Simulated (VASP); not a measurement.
Here is a VASP 6.6.1 calculation.

INCAR

```
SYSTEM = PtWS4
  PREC = Accurate
  ENCUT = 600
  EDIFF = 1E-6
  ISMEAR = 0
  SIGMA = 0.1
  LREAL = .FALSE.
  LASPH = .TRUE.
  NELM = 100
  ALGO = Normal
  ISIF = 3
  LWAVE = .FALSE.
  LCHARG = .FALSE.
  GGA = PE
  IBRION = 2
  NSW = 90
  EDIFFG = -0.04
```

KPOINTS

```
regular mesh
0
G
  4 4 4
  0 0 0
```

Contents of POSCAR:

```
PtWS4
1.0
    4.1993243600      0.0000000000      0.0000000000
    0.0000000000      4.1993243600      0.0000000000
    0.0000000000      0.0000000000      5.9387414600
Pt W S
1 1 4
Direct
    0.5000000000      0.5000000000      0.5000000000
    0.0000000000      0.0000000000      0.0000000000
    0.5000000000      0.0000000000      0.2500000000
    0.0000000000      0.5000000000      0.7500000000
    0.5000000000      0.0000000000      0.7500000000
    0.0000000000      0.5000000000      0.2500000000
```

Potentials or basis: VASP PAW PBE potentials, release 64 (Pt, W_sv, S).

Command:

```sh
$ cat potpaw_PBE.64/Pt/POTCAR potpaw_PBE.64/W_sv/POTCAR potpaw_PBE.64/S/POTCAR > POTCAR
$ mpirun -np 1 vasp_std > vasp.out
```

Task: Estimate the relaxed cell.

Result: a = 4.150 Å, b = 4.150 Å, c = 5.926 Å, α = 90.00°, β = 90.00°, γ = 90.00°.

Task: What does it give for the relaxed volume?

Result: 17.01 Å³/atom.

Final structure:
```
Pt W S
1.0
     4.14964    0.00000    0.00000
     0.00000    4.14964    0.00000
     0.00000    0.00000    5.92649
Pt W S
1 1 4
Direct
  0.50000 0.50000 0.50000
  0.00000 0.00000 0.00000
  0.50000 0.00000 0.23981
  0.00000 0.50000 0.76019
  0.50000 0.00000 0.76019
  0.00000 0.50000 0.23981
```

Caveat: the k points lie up to 0.38 Å⁻¹ apart in the final cell.
